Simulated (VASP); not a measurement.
# Se in VASP: notebook, part 2 of 2

VASP 6.6.1.

## Step 4: Single point, r2SCAN

File POSCAR:

```
Se
1.0
    1.9905080343      1.1492203494      1.6250392913
   -1.9905080343      1.1492203494      1.6250392913
    0.0000000000     -2.2984406989      1.6250392913
Se
1
Direct
    0.0000000000      0.0000000000      0.0000000000
```

File INCAR.step1:

```
SYSTEM = Se
ALGO = Normal
EDIFF = 1E-4
ENCUT = 520
GGA = PE
ISMEAR = -1
LASPH = .True.
LCHARG = .False.
LREAL = .False.
LWAVE = .True.
NBANDS = 9
NELM = 100
PREC = Accurate
SIGMA = 0.15
```

File INCAR.step2:

```
SYSTEM = Se
ALGO = Normal
EDIFF = 1E-6
ENCUT = 520
ISIF = 2
ISMEAR = -1
ISTART = 1
LASPH = .True.
LCHARG = .False.
LMIXTAU = .True.
LREAL = .False.
LWAVE = .False.
METAGGA = R2SCAN
NBANDS = 9
NELM = 100
PREC = Accurate
SIGMA = 0.15
```

File KPOINTS:

```
k-points
0
Gamma
  15 15 15
  0 0 0
```

Potentials or basis: VASP PAW PBE potentials, release 64 (Se).

Run with:

```bash
$ cat potpaw_PBE.64/Se/POTCAR > POTCAR
$ cp INCAR.step1 INCAR
$ mpirun -np 1 vasp_std > vasp.out
$ cp INCAR.step2 INCAR
$ mpirun -np 1 vasp_std > vasp.out
```

OUTCAR:

```text
SYSTEM = Se
   EDIFF = 1E-6
   ENCUT = 520
   ISIF = 2
   ISMEAR = -1
   ISTART = 1
   LASPH = .True.
   LREAL = .False.
   METAGGA = R2SCAN
   NELM = 100
   PREC = Accurate

 ion  position               nearest neighbor table
   1  0.000  0.000  0.000-

  LATTYP: Found a trigonal (rhomboedric) cell.
 ALAT       =     2.8148858493
 COS(alpha) =    -0.0000835638

  Lattice vectors:

 A1 = (   1.9905080343,   1.1492203494,   1.6250392913)
 A2 = (  -1.9905080343,   1.1492203494,   1.6250392913)
 A3 = (   0.0000000000,  -2.2984406989,   1.6250392913)

Analysis of symmetry for initial positions (statically):
=====================================================================
 Subroutine PRICEL returns:
 Original cell was already a primitive cell.

 Routine SETGRP: Setting up the symmetry group for a
 trigonal (rhombohedral) supercell.

 Subroutine GETGRP returns: Found 12 space group operations
 (whereof 12 operations were pure point group operations)
 out of a pool of 12 trial point group operations.

The static configuration has the point symmetry D_3d.

Analysis of symmetry for dynamics (positions and initial velocities):
=====================================================================
 Subroutine PRICEL returns:
 Original cell was already a primitive cell.

 Routine SETGRP: Setting up the symmetry group for a
 trigonal (rhombohedral) supercell.

 Subroutine GETGRP returns: Found 12 space group operations
 (whereof 12 operations were pure point group operations)
 out of a pool of 12 trial point group operations.

The dynamic configuration has the point symmetry D_3d.

 Subroutine INISYM returns: Found 12 space group operations
 (whereof 12 operations are pure point group operations),
 and found     1 'primitive' translations

----------------------------------------------------------------------------------------

                                     Primitive cell

  volume of cell :      22.3040

  direct lattice vectors                    reciprocal lattice vectors
     1.990508034  1.149220349  1.625039291     0.251192154  0.145025858  0.205123245
    -1.990508034  1.149220349  1.625039291    -0.251192154  0.145025858  0.205123245
     0.000000000 -2.298440699  1.625039291     0.000000000 -0.290051715  0.205123245

  length of vectors
     2.814885849  2.814885849  2.814885849     0.355254195  0.355254195  0.355254195

  position of ions in fractional coordinates (direct lattice)
     0.000000000  0.000000000  0.000000000

  ion indices of the primitive-cell ions
   primitive index   ion index
                 1           1

----------------------------------------------------------------------------------------

 KPOINTS: k-points

Automatic generation of k-mesh.
 Grid dimensions read from file:
 generate k-points for:   15   15   15

 Generating k-lattice:

  Cartesian coordinates                     Fractional coordinates (reciprocal lattice)
     0.016746144  0.009668391  0.013674883     0.066666667  0.000000000 -0.000000000
    -0.016746144  0.009668391  0.013674883     0.000000000  0.066666667 -0.000000000
     0.000000000 -0.019336781  0.013674883    -0.000000000 -0.000000000  0.066666667

  Length of vectors
     0.023683613  0.023683613  0.023683613

  Shift w.r.t. Gamma in fractional coordinates (k-lattice)
     0.000000000  0.000000000  0.000000000

 Subroutine IBZKPT returns following result:
 ===========================================

 Found    344 irreducible k-points:

 Following reciprocal coordinates:
            Coordinates               Weight
  0.000000  0.000000  0.000000      1.000000
  0.066667 -0.000000 -0.000000      6.000000
  0.133333  0.000000  0.000000      6.000000
  0.200000 -0.000000 -0.000000      6.000000
  0.266667  0.000000  0.000000      6.000000
  0.333333  0.000000 -0.000000      6.000000
[... 16 lines left out ...]
  0.133333  0.133333  0.000000      6.000000
  0.200000  0.133333 -0.000000     12.000000
 [... further k-points ...]
   k-points           NKPTS =    344   k-points in BZ     NKDIM =    344   number of bands    NBANDS=      9
   number of dos      NEDOS =    301   number of ions     NIONS =      1
   total plane-waves  NPLWV =  13824
   dimension x,y,z NGX =    24 NGY =   24 NGZ =   24
   dimension x,y,z NGXF=    48 NGYF=   48 NGZF=   48
   ions per type =               1
   NGX,Y,Z   is equivalent  to a cutoff of  14.17, 14.17, 14.17 a.u.
   NGXF,Y,Z  is equivalent  to a cutoff of  28.35, 28.35, 28.35 a.u.
 SYSTEM =  Se
   PREC   = accura    normal or accurate (medium, high low for compatibility)
   ISTART =      1    job   : 0-new  1-cont  2-samecut
   ICHARG =      0    charge: 1-file 2-atom 10-const
   ISPIN  =      1    spin polarized calculation?
   LNONCOLLINEAR =      F non collinear calculations
   LSORBIT =      F    spin-orbit coupling
   LASPH  =      T    aspherical Exc in radial PAW
   ENCUT  =  520.0 eV  38.22 Ry    6.18 a.u.   5.23  5.23  5.23*2*pi/ulx,y,z
   NELM   =    100;   NELMIN=  2; NELMDL=  0     # of ELM steps
   EDIFF  = 0.1E-05   stopping-criterion for ELM
   LREAL  =      F    real-space projection
   EDIFFG = 0.1E-04   stopping-criterion for IOM
   NSW    =      0    number of steps for IOM
   IBRION =     -1    ionic relax: 0-MD 1-quasi-New 2-CG
   NFREE  =      0    steps in history (QN), initial steepest desc. (CG)
   ISIF   =      2    stress and relaxation
   ISYM   =      2    0-nonsym 1-usesym 2-fastsym
   POTIM  = 0.5000    time-step for ionic-motion
   TEBEG  =    0.0;   TEEND  =   0.0 temperature during run
   PSTRESS=    0.0 pullay stress
   NELECT =       6.0000    total number of electrons
   NUPDOWN=      -1.0000    fix difference up-down
   EMIN   =  10.00;   EMAX   =-10.00  energy-range for DOS
   EFERMI =   0.00;   METHOD = LEGACY
   ISMEAR =    -1;   SIGMA  =   0.15  broadening in eV -4-tet -1-fermi 0-gaus
   EFERMI_NEDOS =   21; number of points for ismear=-14 and -15
   IALGO  =     38    algorithm
   IMIX   =      4    mixing-type and parameters
     AMIX     =   0.40;   BMIX     =  1.00
     AMIX_MAG =   1.60;   BMIX_MAG =  1.00
  volume/ion in A,a.u.               =      22.30       150.51
  Fermi-wavevector in a.u.,A,eV,Ry     =   1.056812  1.997085 15.195693  1.116852
  Thomas-Fermi vector in A             =   2.192062
   LORBIT       =      0    0 simple, 1 ext, 2 COOP (PROOUT), +10 PAW based schemes
   METAGGA = R2SCAN    functional components
   LHFCALC =     F    Hartree Fock is set to
   AEXX    =    0.0000 exact exchange contribution
   IVDW    =     0    specifies the selected vdW correction
   LEPSILON=     F    determine dielectric tensor
   LRPA    =     F    only Hartree local field effects (RPA)
 non-spin polarized calculation
  energy-cutoff  :      520.00
  volume of cell :       22.30
 maximum number of plane-waves:       624
 NGX is ok and might be reduce to    24
   NGX = 11   NGY = 11   NGZ = 11

 number of electron       5.9999999 magnetization

 Free energy of the ion-electron system (eV)
  ---------------------------------------------------
  ext. energy  EPLUGINS =         0.00000000
  ---------------------------------------------------
  free energy    TOTEN  =       -14.07543406 eV

  energy without entropy =      -14.04242386  energy(sigma->0) =      -14.05892896

 E-fermi :   4.6530     XC(G=0): -10.5010

 val. band max:        4.6363817387   @ k =  -0.3333  -0.3333   0.2000
 cond. band min:       4.6734820256   @ k =   0.2000   0.1333   0.1333
 fundamental gap:      0.0371002869
 Fermi energy:         4.6529663520

 k-point     1 :       0.0000    0.0000    0.0000
  band No.  band energies     occupation
      1     -12.2195      2.00000
      2       6.1280      0.00011
      3       6.1288      0.00011
      4       6.1288      0.00011
      5      12.8428      0.00000
      6      12.8428      0.00000
      7      13.4294      0.00000
      8      27.9858      0.00000
      9      27.9864      0.00000
[... 265 lines left out ...]
 k-point    24 :       0.2000    0.1333   -0.0000
  band No.  band energies     occupation
      1     -11.3675      2.00000
      2       2.3525      2.00000
      3       4.3488      1.76735
      4       6.7842      0.00000
      5      13.9527      0.00000
      6      16.2151      0.00000
      7      18.0729      0.00000
      8      20.9097      0.00000
      9      23.3390      0.00000

 [... further k-points ...]

------------------------ aborting loop because EDIFF is reached ----------------------------------------

  FORCE on cell =-STRESS in cart. coord.  units (eV):
  Direction    XX          YY          ZZ          XY          YZ          ZX
  --------------------------------------------------------------------------------------
  -------------------------------------------------------------------------------------
  Total       -0.0102297     -0.0102297     -0.0099478      0.0000000      0.0000000      0.0000000
  in kB       -0.7348352     -0.7348352     -0.7145899      0.0000000      0.0000000      0.0000000
  external PRESSURE =      -0.7280867 kB  Pullay stress =       0.0000000 kB

 VOLUME and BASIS-vectors are now :
 -----------------------------------------------------------------------------
  energy-cutoff  :      520.00
  volume of cell :       22.30
      direct lattice vectors                 reciprocal lattice vectors
     1.990508034  1.149220349  1.625039291     0.251192154  0.145025858  0.205123245
    -1.990508034  1.149220349  1.625039291    -0.251192154  0.145025858  0.205123245
     0.000000000 -2.298440699  1.625039291     0.000000000 -0.290051715  0.205123245

 POSITION                                       TOTAL-FORCE (eV/Angst)
 -----------------------------------------------------------------------------------
      0.00000      0.00000      0.00000         0.000000      0.000000      0.000000
 -----------------------------------------------------------------------------------
    total drift:                               -0.000000     -0.000000      0.000000

  FREE ENERGIE OF THE ION-ELECTRON SYSTEM (eV)
  ---------------------------------------------------
  free  energy   TOTEN  =       -14.0754340591 eV

  energy  without entropy=      -14.0424238623  energy(sigma->0) =      -14.05892896
```

Run time: 51 s. Hardware: 1 thread of Intel Xeon 6975P-C (Granite Rapids), shared host; peak memory 0.19 GiB.

What came out:

```yaml
Free_energy: -14.0754 eV
Pressure: -0.1 GPa
Band_gap_on_the_k_mesh: zero (band 3 reaches 7.63 eV, above the bottom of band 4 at 1.09 eV)
```

Caveat: the PAW data sets were made with another functional, which shifts forces and pressure a little.

## Step 5: Summary

```tsv
task	cell	cutoff (eV)	smearing	gap on the mesh (eV)	pressure (GPa)
single point	a = 2.813 Å, angles 90.6°, 1 atom	520	gaussian 0.1 eV	none	-0.1
relaxation of cell and atoms	relaxed from a = 2.819 Å, angles 91.7°, 1 atom	600	gaussian 0.1 eV	none	0.0
single point	a = 2.815 Å, 1 atom	520	fermi-dirac 0.15 eV	none	-0.1
```

Alike in all rows: level r2SCAN; potentials or basis VASP PAW PBE potentials, release 64 (Se); no spin polarisation; k mesh 15 × 15 × 15.

Caveats: the PAW data sets were made with another functional, which shifts forces and pressure a little.

Total energies depend on the potentials used, so only differences within one code and one set of settings carry meaning.
